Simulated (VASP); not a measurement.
## CdS: single point with PBEsol

CdS:

```
Cd S
1.0
     0.00000    2.96244    2.96244
     2.96244    0.00000    2.96244
     2.96244    2.96244    0.00000
Cd S
1 1
Cartesian
  0.0000 0.0000 0.0000
  4.4437 4.4437 4.4437
```

This cell differs from its parent crystal: volume scaled by 1.02.

```json
{
  "Program": "VASP 6.6.1",
  "Task": "single point",
  "Functional": "PBEsol",
  "Potentials or basis": "VASP PAW PBE potentials, release 64 (Cd, S)",
  "Cutoff": "520 eV",
  "k mesh": "7 × 7 × 7",
  "Occupations": "fermi-dirac, width 0.02 eV",
  "Spin": "no spin polarisation"
}
```

```json
{"Pressure": "-2.5 GPa", "Band gap on the k mesh": "0.91 eV, direct"}
```

Levels at points of the mesh, in eV from the valence-band top:
```
           k point  band 6  band 7  band 8  band 9  band 10  band 11  band 12  band 13
(0.00, 0.00, 0.00)   -7.14    0.00    0.00    0.00     0.91     6.45     6.45     6.45
```

Wall time 9.1 s on 1 thread of Intel(R) Xeon(R) 6975P-C (Granite Rapids), with other jobs on the host, peak memory 0.17 GiB.

Caveat: the PAW data sets were made with another functional, which shifts forces and pressure a little.
